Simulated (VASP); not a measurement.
# Fe (P6_3/mmc) in VASP: further runs, part 2 of 2

VASP 6.6.1. Earlier steps stand in the parts before.

## 4. Single point, BLYP (11.90 Å³/atom)

This run uses another cell than the first one, of 11.90 Å³/atom.

Input file INCAR:

```
SYSTEM = Fe
PREC = Accurate
ENCUT = 520
EDIFF = 1E-6
ISMEAR = -1
SIGMA = 0.1
LREAL = .FALSE.
LASPH = .TRUE.
NELM = 60
ALGO = Normal
ISIF = 2
LWAVE = .FALSE.
LCHARG = .TRUE.
GGA = B5
ALDAX = 1.0
AGGAX = 1.0
AGGAC = 1.0
ALDAC = 0.0
LELF = .TRUE.
LVHAR = .TRUE.
NBANDS = 15
```

Input file KPOINTS:

```
regular mesh
0
G
  16 16 9
  0 0 0
```

Input file POSCAR:

```
Fe
1.0
    2.5926257761      0.0000000000      0.0000000000
   -1.2963128881      2.2452797846      0.0000000000
    0.0000000000      0.0000000000      4.0886287921
Fe
2
Direct
    0.3333333333      0.6666666667      0.2500000000
    0.6666666667      0.3333333333      0.7500000000
```

Potentials or basis: VASP PAW PBE potentials, release 64 (Fe).

On the command line:

```sh
cat potpaw_PBE.64/Fe/POTCAR > POTCAR
mpirun -np 1 vasp_std > vasp.out
```

OUTCAR:

```text
SYSTEM = Fe
   PREC = Accurate
   ENCUT = 520
   EDIFF = 1E-6
   ISMEAR = -1
   LREAL = .FALSE.
   LASPH = .TRUE.
   NELM = 60
   ISIF = 2
   GGA = B5

 ion  position               nearest neighbor table
   1  0.333  0.667  0.250-   2 2.53   2 2.53   2 2.53   2 2.53   2 2.53   2 2.53
   2  0.667  0.333  0.750-   1 2.53   1 2.53   1 2.53   1 2.53   1 2.53   1 2.53

  LATTYP: Found a hexagonal cell.
 ALAT       =     2.5926257761
 C/A-ratio  =     1.5770223492

  Lattice vectors:

 A1 = (   2.5926257761,   0.0000000000,   0.0000000000)
 A2 = (  -1.2963128881,   2.2452797846,   0.0000000000)
 A3 = (   0.0000000000,   0.0000000000,   4.0886287921)

Analysis of symmetry for initial positions (statically):
=====================================================================
 Subroutine PRICEL returns:
 Original cell was already a primitive cell.

 Routine SETGRP: Setting up the symmetry group for a
 hexagonal supercell.

 Subroutine GETGRP returns: Found 24 space group operations
 (whereof 12 operations were pure point group operations)
 out of a pool of 24 trial point group operations.

The static configuration has the point symmetry D_3d.
 The point group associated with its full space group is D_6h.

Analysis of symmetry for dynamics (positions and initial velocities):
=====================================================================
 Subroutine PRICEL returns:
 Original cell was already a primitive cell.

 Routine SETGRP: Setting up the symmetry group for a
 hexagonal supercell.

 Subroutine GETGRP returns: Found 24 space group operations
 (whereof 12 operations were pure point group operations)
 out of a pool of 24 trial point group operations.

The dynamic configuration has the point symmetry D_3d.
 The point group associated with its full space group is D_6h.

 Subroutine INISYM returns: Found 24 space group operations
 (whereof 12 operations are pure point group operations),
 and found     1 'primitive' translations

----------------------------------------------------------------------------------------

                                     Primitive cell

  volume of cell :      23.8006

  direct lattice vectors                    reciprocal lattice vectors
     2.592625776  0.000000000  0.000000000     0.385709349  0.222689396  0.000000000
    -1.296312888  2.245279785  0.000000000     0.000000000  0.445378793  0.000000000
     0.000000000  0.000000000  4.088628792     0.000000000  0.000000000  0.244580775

  length of vectors
     2.592625776  2.592625776  4.088628792     0.445378793  0.445378793  0.244580775

  position of ions in fractional coordinates (direct lattice)
     0.333333333  0.666666667  0.250000000
     0.666666667  0.333333333  0.750000000

  ion indices of the primitive-cell ions
   primitive index   ion index
                 1           1
                 2           2

----------------------------------------------------------------------------------------

 KPOINTS: regular mesh

Automatic generation of k-mesh.
 Grid dimensions read from file:
 generate k-points for:   16   16    9

 Generating k-lattice:

  Cartesian coordinates                     Fractional coordinates (reciprocal lattice)
     0.024106834  0.013918087  0.000000000     0.062500000  0.000000000  0.000000000
     0.000000000  0.027836175  0.000000000     0.000000000  0.062500000  0.000000000
     0.000000000  0.000000000  0.027175642     0.000000000  0.000000000  0.111111111

  Length of vectors
     0.027836175  0.027836175  0.027175642

  Shift w.r.t. Gamma in fractional coordinates (k-lattice)
     0.000000000  0.000000000  0.000000000

 Subroutine IBZKPT returns following result:
 ===========================================

 Found    150 irreducible k-points:

 Following reciprocal coordinates:
            Coordinates               Weight
  0.000000  0.000000  0.000000      1.000000
  0.062500  0.000000  0.000000      6.000000
  0.125000  0.000000  0.000000      6.000000
  0.187500 -0.000000  0.000000      6.000000
  0.250000  0.000000  0.000000      6.000000
  0.312500  0.000000  0.000000      6.000000
[... 16 lines left out ...]
  0.187500  0.187500  0.000000      6.000000
  0.250000  0.187500  0.000000     12.000000
 [... further k-points ...]
   k-points           NKPTS =    150   k-points in BZ     NKDIM =    150   number of bands    NBANDS=     15
   number of dos      NEDOS =    301   number of ions     NIONS =      2
   total plane-waves  NPLWV =  12000
   dimension x,y,z NGX =    20 NGY =   20 NGZ =   30
   dimension x,y,z NGXF=    40 NGYF=   40 NGZF=   60
   ions per type =               2
   NGX,Y,Z   is equivalent  to a cutoff of  12.82, 12.82, 12.20 a.u.
   NGXF,Y,Z  is equivalent  to a cutoff of  25.65, 25.65, 24.40 a.u.
 SYSTEM =  Fe
   PREC   = accura    normal or accurate (medium, high low for compatibility)
   ISTART =      0    job   : 0-new  1-cont  2-samecut
   ICHARG =      2    charge: 1-file 2-atom 10-const
   ISPIN  =      1    spin polarized calculation?
   LNONCOLLINEAR =      F non collinear calculations
   LSORBIT =      F    spin-orbit coupling
   LASPH  =      T    aspherical Exc in radial PAW
   ENCUT  =  520.0 eV  38.22 Ry    6.18 a.u.   4.82  4.82  7.60*2*pi/ulx,y,z
   NELM   =     60;   NELMIN=  2; NELMDL= -5     # of ELM steps
   EDIFF  = 0.1E-05   stopping-criterion for ELM
   LREAL  =      F    real-space projection
[... 7 lines left out ...]
   TEBEG  =    0.0;   TEEND  =   0.0 temperature during run
   PSTRESS=    0.0 pullay stress
   NELECT =      16.0000    total number of electrons
   NUPDOWN=      -1.0000    fix difference up-down
   EMIN   =  10.00;   EMAX   =-10.00  energy-range for DOS
   EFERMI =   0.00;   METHOD = LEGACY
   ISMEAR =    -1;   SIGMA  =   0.10  broadening in eV -4-tet -1-fermi 0-gaus
   EFERMI_NEDOS =   21; number of points for ismear=-14 and -15
   IALGO  =     38    algorithm
   IMIX   =      4    mixing-type and parameters
     AMIX     =   0.40;   BMIX     =  1.00
     AMIX_MAG =   1.60;   BMIX_MAG =  1.00
  volume/ion in A,a.u.               =      11.90        80.31
  Fermi-wavevector in a.u.,A,eV,Ry     =   1.434120  2.710094 27.983105  2.056700
  Thomas-Fermi vector in A             =   2.553563
   LORBIT       =      0    0 simple, 1 ext, 2 COOP (PROOUT), +10 PAW based schemes
   GGA     = B5    functional components
   LHFCALC =     F    Hartree Fock is set to
   AEXX    =    0.0000 exact exchange contribution
   IVDW    =     0    specifies the selected vdW correction
   LEPSILON=     F    determine dielectric tensor
   LRPA    =     F    only Hartree local field effects (RPA)
 non-spin polarized calculation
  energy-cutoff  :      520.00
  volume of cell :       23.80
 maximum number of plane-waves:       665
 NGX is ok and might be reduce to    20
   NGX =  9   NGY =  9   NGZ = 15

 number of electron      15.9999991 magnetization

 Free energy of the ion-electron system (eV)
  ---------------------------------------------------
  ext. energy  EPLUGINS =         0.00000000
  ---------------------------------------------------
  free energy    TOTEN  =       -13.96275675 eV

  energy without entropy =      -13.84902881  energy(sigma->0) =      -13.90589278

 E-fermi :   5.7460     XC(G=0): -12.2887

 val. band max:        5.7445701574   @ k =   0.4375   0.0625   0.3333
 cond. band min:       5.7494065361   @ k =   0.1250   0.0625   0.3333
 fundamental gap:      0.0048363787
 Fermi energy:         5.7459509455

 k-point     1 :       0.0000    0.0000    0.0000
  band No.  band energies     occupation
      1      -2.1018      2.00000
      2       1.7233      2.00000
      3       4.4374      2.00000
      4       4.4374      2.00000
      5       4.5433      1.99999
      6       4.7997      1.99984
      7       4.7997      1.99984
      8       5.0516      1.99807
      9       5.0516      1.99807
     10       6.3135      0.00684
     11       6.3135      0.00684
     12       6.5625      0.00057
     13      13.1741      0.00000
     14      26.7719      0.00000
[... 401 lines left out ...]
      2       2.8112      2.00000
      3       2.8502      2.00000
      4       3.1921      2.00000
      5       4.0997      2.00000
      6       4.6698      1.99996
      7       4.7333      1.99992
      8       5.6645      1.38631
      9       6.2773      0.00980
     10       6.4792      0.00131
     11       7.0497      0.00000
     12      13.9181      0.00000
     13      14.0561      0.00000
     14      15.6221      0.00000
     15      16.7504      0.00000

 [... further k-points ...]

------------------------ aborting loop because EDIFF is reached ----------------------------------------

  FORCE on cell =-STRESS in cart. coord.  units (eV):
  Direction    XX          YY          ZZ          XY          YZ          ZX
  --------------------------------------------------------------------------------------
  -------------------------------------------------------------------------------------
  Total       -3.1937348     -3.1937348     -3.3512977      0.0000000      0.0000000      0.0000000
  in kB     -214.9915802   -214.9915802   -225.5981876      0.0000000      0.0000000      0.0000000
  external PRESSURE =    -218.5271160 kB  Pullay stress =       0.0000000 kB

 VOLUME and BASIS-vectors are now :
 -----------------------------------------------------------------------------
  energy-cutoff  :      520.00
  volume of cell :       23.80
      direct lattice vectors                 reciprocal lattice vectors
     2.592625776  0.000000000  0.000000000     0.385709349  0.222689396  0.000000000
    -1.296312888  2.245279785  0.000000000     0.000000000  0.445378793  0.000000000
     0.000000000  0.000000000  4.088628792     0.000000000  0.000000000  0.244580775

 POSITION                                       TOTAL-FORCE (eV/Angst)
 -----------------------------------------------------------------------------------
     -0.00000      1.49685      1.02216        -0.000000      0.000000      0.000000
      1.29631      0.74843      3.06647         0.000000     -0.000000      0.000000
 -----------------------------------------------------------------------------------
    total drift:                               -0.000000      0.000000     -0.000000

  FREE ENERGIE OF THE ION-ELECTRON SYSTEM (eV)
  ---------------------------------------------------
  free  energy   TOTEN  =       -13.9627567455 eV

  energy  without entropy=      -13.8490288056  energy(sigma->0) =      -13.90589278
```

OSZICAR:

```text
N       E                     dE             d eps       ncg     rms          rms(c)
DAV:   1     0.788489484094E+02    0.78849E+02   -0.72077E+03  4539   0.137E+03
DAV:   2    -0.148140422178E+02   -0.93663E+02   -0.84235E+02  4507   0.238E+02
DAV:   3    -0.168299882853E+02   -0.20159E+01   -0.19277E+01  5592   0.508E+01
DAV:   4    -0.168428417494E+02   -0.12853E-01   -0.12850E-01  5242   0.351E+00
DAV:   5    -0.168430184018E+02   -0.17665E-03   -0.17665E-03  5585   0.396E-01    0.143E+01
DAV:   6    -0.144073045177E+02    0.24357E+01   -0.15209E+01  4836   0.784E+01    0.485E+00
DAV:   7    -0.139916434894E+02    0.41566E+00   -0.17335E+00  4927   0.258E+01    0.905E-01
DAV:   8    -0.139724465382E+02    0.19197E-01   -0.91609E-03  6716   0.135E+00    0.485E-01
DAV:   9    -0.139629168935E+02    0.95296E-02   -0.30508E-03  6787   0.803E-01    0.102E-01
DAV:  10    -0.139627666695E+02    0.15022E-03   -0.34757E-04  5829   0.364E-01    0.458E-02
DAV:  11    -0.139627560574E+02    0.10612E-04   -0.24827E-05  6152   0.976E-02    0.264E-03
DAV:  12    -0.139627567455E+02   -0.68817E-06   -0.86601E-07  3836   0.119E-02
   1 F= -.13962757E+02 E0= -.13905893E+02  d E =-.113728E+00
```

Run time: 30 s. Hardware: 1 thread of Intel Xeon 6975P-C (Granite Rapids), shared host; peak memory 0.16 GiB.

What came out:

| Property | Result |
| --- | --- |
| Free energy | -13.9628 eV |
| Pressure | -21.9 GPa |
| Band gap on the k mesh | zero (bands 8 and 9 overlap by 1.48 eV) |

Caveat: the cell stands under tension; the PAW data sets were made with another functional, which shifts forces and pressure a little; the run has no spin polarisation, though such a crystal can be magnetic.

## 5. Single point, BLYP

This run uses another cell than the first one, of 10.63 Å³/atom.

Input file INCAR:

```
SYSTEM = Fe
PREC = Accurate ; ENCUT = 520
EDIFF = 1E-7 ; ISMEAR = -1
SIGMA = 0.1 ; LREAL = .FALSE.
LASPH = .TRUE. ; NELM = 100
ALGO = Normal ; ISIF = 2
LWAVE = .FALSE. ; LCHARG = .FALSE.
GGA = B5 ; ALDAX = 1.0
AGGAX = 1.0 ; AGGAC = 1.0
ALDAC = 0.0 ; NBANDS = 15
```

Input file KPOINTS:

```
Automatic mesh
0
G
  24 24 13
  0 0 0
```

Input file POSCAR:

```
Fe
1.0
    2.4965129716      0.0000000000      0.0000000000
   -1.2482564858      2.1620436543      0.0000000000
    0.0000000000      0.0000000000      3.9370567515
Fe
2
Direct
    0.3333333333      0.6666666667      0.2500000000
    0.6666666667      0.3333333333      0.7500000000
```

On the command line:

```sh
cat potpaw_PBE.64/Fe/POTCAR > POTCAR
mpirun -np 1 vasp_std > vasp.out
```

Run time: 72 s. Hardware: 1 thread of Intel Xeon 6975P-C (Granite Rapids), shared host; peak memory 0.22 GiB.

It converged, with:

```
Free energy            : -14.1559 eV
Pressure               : 0.1 GPa
Band gap on the k mesh : zero (bands 8 and 9 overlap by 1.77 eV)
```

Levels at points of the mesh, in eV from the Fermi level:
| k point | band 6 | band 7 | band 8 | band 9 | band 10 | band 11 |
| --- | --- | --- | --- | --- | --- | --- |
| (0.00, 0.00, 0.00) | -1.12 | -1.12 | -0.82 | -0.82 | 0.67 | 0.67 |
| (0.50, 0.00, 0.00) | -1.41 | -0.99 | 0.75 | 0.97 | 1.01 | 2.64 |

Caveat: the PAW data sets were made with another functional, which shifts forces and pressure a little; the run has no spin polarisation, though such a crystal can be magnetic. Spin polarisation is off, so any magnetic state and its effect on volume and gap are missing.

## 6. The runs side by side

```tsv
cell	k mesh	gap on the mesh (eV)	pressure (GPa)
a = 2.529, b = 2.529, c = 3.989 Å, angles 90.0, 90.0, 120.0°, 2 atoms	16 × 16 × 9	none	-9.0
a = 2.561, b = 2.561, c = 4.039 Å, angles 90.0, 90.0, 120.0°, 2 atoms	16 × 16 × 9	none	-16.2
a = 2.593, b = 2.593, c = 4.089 Å, angles 90.0, 90.0, 120.0°, 2 atoms	16 × 16 × 9	none	-21.9
a = 2.497, b = 2.497, c = 3.937 Å, angles 90.0, 90.0, 120.0°, 2 atoms	24 × 24 × 13	none	0.1
```

Alike in all rows: task single point; level BLYP; potentials or basis VASP PAW PBE potentials, release 64 (Fe); no spin polarisation; cutoff (eV) 520; smearing fermi-dirac 0.1 eV.

Caveats: the PAW data sets were made with another functional, which shifts forces and pressure a little; the run has no spin polarisation, though such a crystal can be magnetic; the cell stands under tension (at least some runs).

Absolute energies hang on the potentials; compare differences alone.
